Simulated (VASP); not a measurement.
A run of VASP 6.6.1 is set up as follows.

File POSCAR:

```
TiNi
1.0
    2.9942975548      0.0000000000      0.0000000000
    0.0000000000      2.9942975548      0.0000000000
    0.0000000000      0.0000000000      2.9942975548
Ti Ni
1 1
Direct
    0.5000000000      0.5000000000      0.5000000000
    0.0000000000      0.0000000000      0.0000000000
```

File INCAR.step1:

```
PREC = Accurate
ENCUT = 520
ISMEAR = 0
SIGMA = 0.1
LREAL = F
LASPH = T
NELM = 100
NBANDS = 18
GGA = PE
ALGO = Normal
EDIFF = 1E-4
LWAVE = T
LCHARG = F
```

INCAR.step2

```
PREC = Accurate
ENCUT = 520
EDIFF = 1E-7
ISMEAR = 0
SIGMA = 0.1
LREAL = F
LASPH = T
NELM = 100
ALGO = Normal
ISIF = 2
LWAVE = F
LCHARG = T
METAGGA = R2SCAN
LMIXTAU = T
LELF = T
LVHAR = T
NBANDS = 18
ISTART = 1
```

File KPOINTS:

```
regular mesh
0
Gamma
  14 14 14
```

Potentials or basis: VASP PAW PBE potentials, release 64 (Ti_sv, Ni).

Command:

```bash
$ cat potpaw_PBE.64/Ti_sv/POTCAR potpaw_PBE.64/Ni/POTCAR > POTCAR
$ cp INCAR.step1 INCAR
$ mpirun -np 1 vasp_std > vasp.out
$ cp INCAR.step2 INCAR
$ mpirun -np 1 vasp_std > vasp.out
```

(1) Predict the band gap on the k mesh.

(2) Predict the pressure.

Answers

(1) zero (band 11 reaches 10.04 eV, above the bottom of band 12 at 8.22 eV).

(2) -0.5 GPa.

Caveat: the PAW data sets were made with another functional, which shifts forces and pressure a little.
